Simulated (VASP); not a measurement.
# CdS: single point with PBE

The system is CdS.

```xyz
2
Lattice="0.0000 2.7268 2.7268 2.7268 0.0000 2.7268 2.7268 2.7268 0.0000" Properties=species:S:1:pos:R:3 pbc="T T T"
Cd    0.0000    0.0000    0.0000
S     2.7268    2.7268    2.7268
```

| Property | Result |
| --- | --- |
| Program | VASP 6.6.1 |
| Task | single point |
| Functional | PBE |
| Potentials or basis | VASP PAW PBE potentials, release 64 (Cd, S) |
| Cutoff | 520 eV |
| k mesh | 6 × 6 × 6 |
| Occupations | gaussian, width 0.01 eV |
| Spin | no spin polarisation |

| Quantity | Value |
| --- | --- |
| Pressure | 2.2 GPa |
| Band gap on the k mesh | 0.25 eV, indirect (least direct gap 1.72 eV) |

Levels at points of the mesh, in eV from the valence-band top:
```
           k point  band 5  band 6  band 7  band 8  band 9  band 10  band 11  band 12  band 13  band 14
(0.00, 0.00, 0.00)   -7.64   -7.64   -0.76   -0.76   -0.76     0.96     9.23     9.23     9.23    11.33
(0.50, 0.00, 0.00)   -7.43   -7.43   -4.89    0.00    0.00     3.51     5.90     5.90     6.90    12.33
(0.50, 0.50, 0.00)   -7.36   -6.66   -4.30   -2.17   -2.17     0.25     6.03     9.93    11.35    11.35
```

It took 28 s on 1 thread of Intel Xeon 8259CL, on a shared host, peak memory 0.17 GiB.

A k mesh can miss the band edges.
